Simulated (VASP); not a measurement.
Input of a VASP 6.6.1 run:

INCAR

```
SYSTEM = Ca
PREC = Accurate
ENCUT = 520
EDIFF = 1E-6
ISMEAR = -1
SIGMA = 0.1
LREAL = .False.
LASPH = .True.
NELM = 60
ALGO = Normal
ISIF = 2
LWAVE = .False.
LCHARG = .True.
GGA = PS
LELF = .True.
LVHAR = .True.
NBANDS = 44
```

Contents of KPOINTS:

```
Automatic mesh
0
Gamma
  2 2 2
  0 0 0
```

The input POSCAR:

```
Ca
1.0
   -4.4104100000      4.4104100000      4.3922300000
    4.4104100000     -4.4104100000      4.3922300000
    4.4104100000      4.4104100000     -4.3922300000
Ca
7
Direct
    0.2509048489      0.2473412346      0.2490981564
    0.2494602302      0.7262941300      0.0028287620
    0.2504410358      0.7754872333      0.4974190608
    0.7244723393      0.2496253296      0.0025850204
    0.7745635517      0.2506792643      0.4975933077
    0.7232604236      0.7234973630     -0.0283252577
    0.7768977975      0.7770753320      0.5288009505
```

Potentials or basis: VASP PAW PBE potentials, release 64 (Ca_sv).

Run with:

```bash
$ cat potpaw_PBE.64/Ca_sv/POTCAR > POTCAR
$ mpirun -np 1 vasp_std > vasp.out
```

(1) Predict the band gap on the k mesh.

(2) Estimate the pressure.

Answers

(1) zero (bands 35 and 36 overlap by 0.45 eV).

(2) -1.3 GPa.

Caveat: the k points lie up to 0.50 Å⁻¹ apart; the PAW data sets were made with another functional, which shifts forces and pressure a little.
